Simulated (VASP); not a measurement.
**Pt: single point with r2SCAN**

Pt:

```
CELL_PARAMETERS angstrom
-1.61190 1.61190 1.61190
1.61190 -1.61190 1.61190
1.61190 1.61190 -1.61190
ATOMIC_POSITIONS crystal
Pt 0.00000 0.00000 0.00000
```

```json
{"Program": "VASP 6.6.1", "Task": "single point", "Functional": "r2SCAN", "Potentials or basis": "VASP PAW PBE potentials, release 64 (Pt)", "Cutoff": "550 eV", "k mesh": "13 × 13 × 13", "Occupations": "methfessel-paxton, width 0.1 eV", "Spin": "no spin polarisation"}
```

```
Pressure               : -16.1 GPa
Band gap on the k mesh : zero (band 5 reaches 9.81 eV, above the bottom of band 6 at 7.80 eV)
```

Levels at points of the mesh, in eV from the Fermi level:
```tsv
k point	band 2	band 3	band 4	band 5	band 6	band 7	band 8	band 9
(0.00, 0.00, 0.00)	-3.38	-3.38	-3.38	-1.09	-1.09	18.00	18.00	18.00
```

Run time: 41 s on 1 thread of Intel(R) Xeon(R) Platinum 8259CL CPU @ 2.50GHz (Skylake/Cascade Lake) (shared host), peak memory 0.16 GiB.

Caveat: the PAW data sets were made with another functional, which shifts forces and pressure a little; spin-orbit coupling is left out, which moves the levels of the heavy elements.
